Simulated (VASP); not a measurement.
# SiNi (Pmmn) in VASP: further runs

The runs below take SiNi through electric field gradients, with LDA.

Program: VASP 6.6.1. These are calculated values, not measurements. Logs are shortened: lines on timing, memory, paths and dates and some standing lists are left out, and cuts for length are marked.

## 1. The cell of the first run

The structure is orthorhombic, space group Pmmn (No. 59). Conventional cell: a = 2.986 Å, b = 3.229 Å, c = 4.634 Å, α = 90.00°, β = 90.00°, γ = 90.00°. Si (site symmetry mm2) has 6 Ni at 2.31 to 2.36 Å and 6 Si at 2.64 to 2.99 Å within 3.1 Å. Ni (site symmetry mm2) has 6 Si at 2.31 to 2.36 Å and 6 Ni at 2.63 to 2.99 Å within 3.1 Å.

## 2. Electric field gradients, LDA, collinear spin, ferromagnetic start (11.17 Å³/atom)

INCAR

```
SYSTEM = SiNi
ALGO = Normal
EDIFF = 1E-8
ENCUT = 520
GGA = CA
ISIF = 2
ISMEAR = -1
ISPIN = 2
LASPH = .TRUE.
LCHARG = .FALSE.
LEFG = .TRUE.
LMAXMIX = 4
LORBIT = 11
LREAL = .FALSE.
LWAVE = .FALSE.
MAGMOM = 0 0 1.5 1.5
NBANDS = 26
NELM = 150
PREC = Accurate
SIGMA = 0.05
```

KPOINTS

```
k-points
0
G
  11 10 7
  0 0 0
```

POSCAR

```
SiNi
1.0
    2.9857147154      0.0000000000      0.0000000000
    0.0000000000      3.2292580901      0.0000000000
    0.0000000000      0.0000000000      4.6342689737
Si Ni
2 2
Direct
    0.5000000000      0.5000000000      0.8423000000
    0.0000000000      0.0000000000      0.1577000000
    0.5000000000      0.5000000000      0.3442200000
    0.0000000000      0.0000000000      0.6557800000
```

Potentials or basis: VASP PAW LDA potentials, release 64 (Si, Ni).

On the command line:

```sh
$ cat potpaw_LDA.64/Si/POTCAR potpaw_LDA.64/Ni/POTCAR > POTCAR
$ mpirun -np 1 vasp_std > vasp.out
```

OUTCAR:

```text
SYSTEM = SiNi
   EDIFF = 1E-8
   ENCUT = 520
   GGA = CA
   ISIF = 2
   ISMEAR = -1
   ISPIN = 2
   LASPH = .TRUE.
   LORBIT = 11
   LREAL = .FALSE.
   NELM = 150
   PREC = Accurate

 ion  position               nearest neighbor table
   1  0.500  0.500  0.842-   3 2.31   3 2.33   4 2.36   4 2.36   4 2.36   4 2.36   2 2.64   2 2.64
                             2 2.64   2 2.64
   2  0.000  0.000  0.158-   4 2.31   4 2.33   3 2.36   3 2.36   3 2.36   3 2.36   1 2.64   1 2.64
                             1 2.64   1 2.64
   3  0.500  0.500  0.344-   1 2.31   1 2.33   2 2.36   2 2.36   2 2.36   2 2.36   4 2.63   4 2.63
                             4 2.63   4 2.63
   4  0.000  0.000  0.656-   2 2.31   2 2.33   1 2.36   1 2.36   1 2.36   1 2.36   3 2.63   3 2.63
                             3 2.63   3 2.63

  LATTYP: Found a simple orthorhombic cell.
 ALAT       =     2.9857147154
 B/A-ratio  =     1.0815695396
 C/A-ratio  =     1.5521472798

  Lattice vectors:

 A1 = (   2.9857147154,   0.0000000000,   0.0000000000)
 A2 = (   0.0000000000,   3.2292580901,   0.0000000000)
 A3 = (   0.0000000000,   0.0000000000,   4.6342689737)

Analysis of symmetry for initial positions (statically):
=====================================================================
 Subroutine PRICEL returns:
 Original cell was already a primitive cell.

 Routine SETGRP: Setting up the symmetry group for a
 simple orthorhombic supercell.

 Subroutine GETGRP returns: Found  8 space group operations
 (whereof  4 operations were pure point group operations)
 out of a pool of  8 trial point group operations.

The static configuration has the point symmetry C_2v.
 The point group associated with its full space group is D_2h.

Analysis of symmetry for dynamics (positions and initial velocities):
=====================================================================
 Subroutine PRICEL returns:
 Original cell was already a primitive cell.

 Routine SETGRP: Setting up the symmetry group for a
 simple orthorhombic supercell.

 Subroutine GETGRP returns: Found  8 space group operations
 (whereof  4 operations were pure point group operations)
 out of a pool of  8 trial point group operations.

The dynamic configuration has the point symmetry C_2v.
 The point group associated with its full space group is D_2h.

Analysis of structural, dynamic, and magnetic symmetry:
=====================================================================
 Subroutine PRICEL returns:
 Original cell was already a primitive cell.

 Routine SETGRP: Setting up the symmetry group for a
 simple orthorhombic supercell.

 Subroutine GETGRP returns: Found  8 space group operations
 (whereof  4 operations were pure point group operations)
 out of a pool of  8 trial point group operations.

The overall configuration has the point symmetry C_2v.
 The point group associated with its full space group is D_2h.

 Subroutine INISYM returns: Found  8 space group operations
 (whereof  4 operations are pure point group operations),
 and found     1 'primitive' translations

----------------------------------------------------------------------------------------

                                     Primitive cell

  volume of cell :      44.6820

  direct lattice vectors                    reciprocal lattice vectors
     2.985714715  0.000000000  0.000000000     0.334928181  0.000000000  0.000000000
     0.000000000  3.229258090  0.000000000     0.000000000  0.309668652  0.000000000
     0.000000000  0.000000000  4.634268974     0.000000000  0.000000000  0.215783763

  length of vectors
     2.985714715  3.229258090  4.634268974     0.334928181  0.309668652  0.215783763

  position of ions in fractional coordinates (direct lattice)
     0.500000000  0.500000000  0.842300000
     0.000000000  0.000000000  0.157700000
     0.500000000  0.500000000  0.344220000
     0.000000000  0.000000000  0.655780000

  ion indices of the primitive-cell ions
   primitive index   ion index
                 1           1
                 2           2
                 3           3
                 4           4

----------------------------------------------------------------------------------------

 KPOINTS: k-points

Automatic generation of k-mesh.
 Grid dimensions read from file:
 generate k-points for:   11   10    7

 Generating k-lattice:

  Cartesian coordinates                     Fractional coordinates (reciprocal lattice)
     0.030448016  0.000000000  0.000000000     0.090909091  0.000000000  0.000000000
     0.000000000  0.030966865  0.000000000     0.000000000  0.100000000  0.000000000
     0.000000000  0.000000000  0.030826252     0.000000000  0.000000000  0.142857143

  Length of vectors
     0.030448016  0.030966865  0.030826252
[... 41 lines left out ...]
   ions per type =               2   2
   NGX,Y,Z   is equivalent  to a cutoff of  13.36, 12.36, 12.91 a.u.
   NGXF,Y,Z  is equivalent  to a cutoff of  26.73, 24.71, 25.83 a.u.
 SYSTEM =  SiNi
   PREC   = accura    normal or accurate (medium, high low for compatibility)
   ISTART =      0    job   : 0-new  1-cont  2-samecut
   ICHARG =      2    charge: 1-file 2-atom 10-const
   ISPIN  =      2    spin polarized calculation?
   LNONCOLLINEAR =      F non collinear calculations
   LSORBIT =      F    spin-orbit coupling
   LASPH  =      T    aspherical Exc in radial PAW
   ENCUT  =  520.0 eV  38.22 Ry    6.18 a.u.   5.55  6.00  8.62*2*pi/ulx,y,z
   NELM   =    150;   NELMIN=  2; NELMDL= -5     # of ELM steps
   EDIFF  = 0.1E-07   stopping-criterion for ELM
   LREAL  =      F    real-space projection
   EDIFFG = 0.1E-06   stopping-criterion for IOM
   NSW    =      0    number of steps for IOM
   IBRION =     -1    ionic relax: 0-MD 1-quasi-New 2-CG
   NFREE  =      0    steps in history (QN), initial steepest desc. (CG)
   ISIF   =      2    stress and relaxation
   ISYM   =      2    0-nonsym 1-usesym 2-fastsym
   POTIM  = 0.5000    time-step for ionic-motion
   TEBEG  =    0.0;   TEEND  =   0.0 temperature during run
   PSTRESS=    0.0 pullay stress
   NELECT =      28.0000    total number of electrons
   NUPDOWN=      -1.0000    fix difference up-down
   EMIN   =  10.00;   EMAX   =-10.00  energy-range for DOS
   EFERMI =   0.00;   METHOD = LEGACY
   ISMEAR =    -1;   SIGMA  =   0.05  broadening in eV -4-tet -1-fermi 0-gaus
   EFERMI_NEDOS =   21; number of points for ismear=-14 and -15
   IALGO  =     38    algorithm
   IMIX   =      4    mixing-type and parameters
     AMIX     =   0.40;   BMIX     =  1.00
     AMIX_MAG =   1.60;   BMIX_MAG =  1.00
  volume/ion in A,a.u.               =      11.17        75.38
  Fermi-wavevector in a.u.,A,eV,Ry     =   1.400931  2.647376 26.702898  1.962608
  Thomas-Fermi vector in A             =   2.523843
   LORBIT       =     11    0 simple, 1 ext, 2 COOP (PROOUT), +10 PAW based schemes
   GGA     = CA    functional components
   LHFCALC =     F    Hartree Fock is set to
   AEXX    =    0.0000 exact exchange contribution
   IVDW    =     0    specifies the selected vdW correction
   LEPSILON=     F    determine dielectric tensor
   LRPA    =     F    only Hartree local field effects (RPA)
 spin polarized calculation
  energy-cutoff  :      520.00
  volume of cell :       44.68
 maximum number of plane-waves:      1228
 NGX is ok and might be reduce to    24
   NGX = 11   NGY = 13   NGZ = 17

 number of electron      27.9999988 magnetization       0.0000122

 number of electron      27.9999988 magnetization      -0.0000021

 Free energy of the ion-electron system (eV)
  ---------------------------------------------------
  ext. energy  EPLUGINS =         0.00000000
  ---------------------------------------------------
  free energy    TOTEN  =       -27.30789455 eV

  energy without entropy =      -27.29700277  energy(sigma->0) =      -27.30244866

 E-fermi :  11.7257     XC(G=0): -12.8600

 val. band max:       11.7117069370   @ k =   0.3636   0.5000   0.4286
 cond. band min:      11.7325002058   @ k =   0.1818   0.2000   0.1429
 fundamental gap:      0.0207932688
 Fermi energy:        11.7257320458

 spin component 1

 k-point     1 :       0.0000    0.0000    0.0000
  band No.  band energies     occupation
      1      -2.3814      1.00000
      2       3.4832      1.00000
      3       5.0998      1.00000
      4       7.3716      1.00000
      5       8.0135      1.00000
      6       8.5789      1.00000
[... 685 lines left out ...]
     25      27.9471      0.00000
     26      28.5579      0.00000

 [... further k-points ...]

 spin component 2

 k-point     1 :       0.0000    0.0000    0.0000
  band No.  band energies     occupation
      1      -2.3814      1.00000
      2       3.4832      1.00000
      3       5.0998      1.00000
      4       7.3716      1.00000
      5       8.0135      1.00000
      6       8.5789      1.00000
[... 685 lines left out ...]
     25      27.9471      0.00000
     26      28.5579      0.00000

 [... further k-points ...]

------------------------ aborting loop because EDIFF is reached ----------------------------------------

  FORCE on cell =-STRESS in cart. coord.  units (eV):
  Direction    XX          YY          ZZ          XY          YZ          ZX
  --------------------------------------------------------------------------------------
  -------------------------------------------------------------------------------------
  Total       -0.6802011     -0.6687724     -0.3521753      0.0000000      0.0000000      0.0000000
  in kB      -24.3902128    -23.9804118    -12.6280748      0.0000000      0.0000000      0.0000000
  external PRESSURE =     -20.3328998 kB  Pullay stress =       0.0000000 kB

 VOLUME and BASIS-vectors are now :
 -----------------------------------------------------------------------------
  energy-cutoff  :      520.00
  volume of cell :       44.68
      direct lattice vectors                 reciprocal lattice vectors
     2.985714715  0.000000000  0.000000000     0.334928181  0.000000000  0.000000000
     0.000000000  3.229258090  0.000000000     0.000000000  0.309668652  0.000000000
     0.000000000  0.000000000  4.634268974     0.000000000  0.000000000  0.215783763

 POSITION                                       TOTAL-FORCE (eV/Angst)
 -----------------------------------------------------------------------------------
      1.49286      1.61463      3.90344         0.000000      0.000000     -0.082900
      0.00000      0.00000      0.73082         0.000000      0.000000      0.082900
      1.49286      1.61463      1.59521         0.000000      0.000000     -0.068302
      0.00000      0.00000      3.03906         0.000000      0.000000      0.068302
 -----------------------------------------------------------------------------------
    total drift:                                0.000000      0.000000      0.000000

  FREE ENERGIE OF THE ION-ELECTRON SYSTEM (eV)
  ---------------------------------------------------
  free  energy   TOTEN  =       -27.3078945492 eV

  energy  without entropy=      -27.2970027680  energy(sigma->0) =      -27.30244866

 Electric field gradients (V/A^2)
---------------------------------------------------------------------
 ion       V_xx      V_yy      V_zz      V_xy      V_xz      V_yz
---------------------------------------------------------------------
   1      26.337     9.495   -35.832     0.000     0.000     0.000
   2      26.337     9.495   -35.832     0.000     0.000     0.000
   3      10.149    10.011   -20.160    -0.000    -0.000    -0.000
   4      10.149    10.011   -20.160    -0.000    -0.000    -0.000
---------------------------------------------------------------------

 Electric field gradients after diagonalization (V/A^2)
 (convention: |V_zz| > |V_xx| > |V_yy|)
----------------------------------------------------------------------
 ion       V_xx      V_yy      V_zz     asymmetry (V_yy - V_xx)/ V_zz
----------------------------------------------------------------------
   1      26.337     9.495   -35.832       0.470
   2      26.337     9.495   -35.832       0.470
   3      10.149    10.011   -20.160       0.007
   4      10.149    10.011   -20.160       0.007
----------------------------------------------------------------------

           NMR quadrupolar parameters

 Cq : quadrupolar parameter    Cq=e*Q*V_zz/h
 eta: asymmetry parameters     (V_yy - V_xx)/ V_zz
 Q  : nuclear electric quadrupole moment in mb (millibarn)
----------------------------------------------------------------------
 ion       Cq(MHz)       eta       Q (mb)
----------------------------------------------------------------------
   1      -0.087       0.470       1.000
   2      -0.087       0.470       1.000
   3      -0.049       0.007       1.000
   4      -0.049       0.007       1.000
----------------------------------------------------------------------

 total charge

# of ion       s       p       d       tot
------------------------------------------
    1        0.755   0.883   0.000   1.638
    2        0.755   0.883   0.000   1.638
    3        0.497   0.643   8.503   9.643
    4        0.497   0.643   8.503   9.643
--------------------------------------------------
tot          2.503   3.053  17.007  22.563

 magnetization (x)

# of ion       s       p       d       tot
------------------------------------------
    1       -0.000  -0.000   0.000  -0.000
    2       -0.000  -0.000   0.000  -0.000
    3        0.000   0.000  -0.000   0.000
    4        0.000   0.000  -0.000   0.000
--------------------------------------------------
tot         -0.000  -0.000  -0.000  -0.000
```

Run time: 8 min. Hardware: 1 thread of Intel Xeon 8259CL, shared host; peak memory 0.33 GiB.

What came out:

```
Free energy                                           : -27.3079 eV
Pressure                                              : -2.0 GPa
Largest force                                         : 0.083 eV/Å
Band gap on the k mesh                                : zero (filled and empty bands overlap)
Net moment                                            : 0.00 μB per cell
Largest electric field gradient by atom               : Si -35.8; Ni -20.2 V/Å²
Valence electrons inside the program's atomic spheres : Si 1.64; Ni 9.64
```

Forces in eV/Å, atoms in the order of the input:
```
Si   0.000  0.000 -0.083
Si   0.000  0.000  0.083
Ni   0.000  0.000 -0.068
Ni   0.000  0.000  0.068
```

Stress tensor (GPa, compression positive):
```
-2.44  0.00  0.00
 0.00 -2.40  0.00
 0.00  0.00 -1.26
```

Levels at points of the mesh, in eV from the Fermi level:
Spin up:
```tsv
k point	band 11	band 12	band 13	band 14	band 15	band 16	band 17	band 18
(0.00, 0.00, 0.00)	-2.44	-2.09	-2.04	-1.09	0.81	3.15	5.26	5.55
(0.00, 0.50, 0.00)	-2.35	-2.35	-2.15	-2.15	1.35	1.35	4.73	4.73
```
Spin down:
| k point | band 12 | band 13 | band 14 | band 15 | band 16 | band 17 |
| --- | --- | --- | --- | --- | --- | --- |
| (0.00, 0.00, 0.00) | -2.09 | -2.04 | -1.09 | 0.81 | 3.15 | 5.26 |
| (0.00, 0.50, 0.00) | -2.35 | -2.15 | -2.15 | 1.35 | 1.35 | 4.73 |

Electric field gradients, principal values (V/Å²):
```
atom   least  middle  greatest (by size)
1 Si   9.495  26.337             -35.832
2 Si   9.495  26.337             -35.832
3 Ni  10.011  10.149             -20.160
4 Ni  10.011  10.149             -20.160
```

Caveat: the moments typed at the start vanished in this run; without QUAD_EFG the Cq values of the log hold for a quadrupole moment of 1 mb, not for the nuclei.

[end of part 1 of 2]

The gap in the log of VASP goes by the Fermi energy; the results here count the filled bands.